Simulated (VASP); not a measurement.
A run of VASP 6.6.1 is set up as follows.

Contents of INCAR:

```
PREC     = Accurate       # precision mode
ENCUT    = 600            # plane-wave cutoff, eV
EDIFF    = 1E-6           # SCF threshold, eV
ISMEAR   = 0              # smearing method
SIGMA    = 0.05           # smearing width, eV
LREAL    = F              # projectors in reciprocal space
LASPH    = T              # aspherical terms in the spheres
NELM     = 80             # most SCF steps
ALGO     = Fast           # electronic algorithm
ISIF     = 4              # what is computed and relaxed
LWAVE    = F              # write WAVECAR
LCHARG   = F              # write CHGCAR
GGA      = PS             # functional
IBRION   = 2              # ionic algorithm
NSW      = 60             # ionic steps
EDIFFG   = -0.01          # ionic threshold
```

The input KPOINTS:

```
regular mesh
0
Gamma
  8 8 6
```

Contents of POSCAR:

```
BiMo
1.0
    4.4514386544      0.0000000000      0.0000000000
   -2.2257193272      3.8550589581      0.0000000000
    0.0000000000      0.0000000000      5.0606987928
Mo Bi
2 2
Direct
    0.0000000000      0.0000000000      0.0000000000
    0.0000000000      0.0000000000      0.5000000000
    0.3333333333      0.6666666667      0.2500000000
    0.6666666667      0.3333333333      0.7500000000
```

Potentials or basis: VASP PAW PBE potentials, release 64 (Mo_sv, Bi_d).

Launch:

```bash
$ cat potpaw_PBE.64/Mo_sv/POTCAR potpaw_PBE.64/Bi_d/POTCAR > POTCAR
$ mpirun -np 1 vasp_std > vasp.out
```

(1) Predict the band gap on the k mesh.

## Answers

(1) zero (bands 29 and 30 overlap by 1.67 eV).

Caveat: spin-orbit coupling is left out, which moves the levels of the heavy elements.
